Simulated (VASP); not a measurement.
A run of VASP 6.6.1:

File INCAR:

```
  PREC = Accurate
  ENCUT = 500
  EDIFF = 1E-6
  ISMEAR = 0
  SIGMA = 0.1
  LREAL = False
  LASPH = True
  NELM = 120
  ALGO = Normal
  ISIF = 2
  LWAVE = False
  LCHARG = True
  GGA = PS
  LELF = True
  LVHAR = True
  NBANDS = 12
  GGA_COMPAT = False
```

File KPOINTS:

```
regular mesh
0
Gamma
  10 10 10
```

File POSCAR:

```
Ga
1.0
    0.0000000000      2.0685285464      2.0685285464
    2.0685285464      0.0000000000      2.0685285464
    2.0685285464      2.0685285464      0.0000000000
Ga
1
Direct
    0.0000000000      0.0000000000      0.0000000000
```

Potentials or basis: VASP PAW PBE potentials, release 64 (Ga_d).

Run with:

```bash
$ cat potpaw_PBE.64/Ga_d/POTCAR > POTCAR
$ mpirun -np 1 vasp_std > vasp.out
```

Hardware: 1 thread of Intel(R) Xeon(R) Platinum 8375C CPU @ 2.90GHz (Ice Lake) (shared host).

Question: Estimate the wall time of this run.

Answer: Run time: 5.1 s on 1 thread of Intel(R) Xeon(R) Platinum 8375C CPU @ 2.90GHz (Ice Lake), on a shared host, peak memory 0.14 GiB. Counts: scf iterations 10, k points 47.
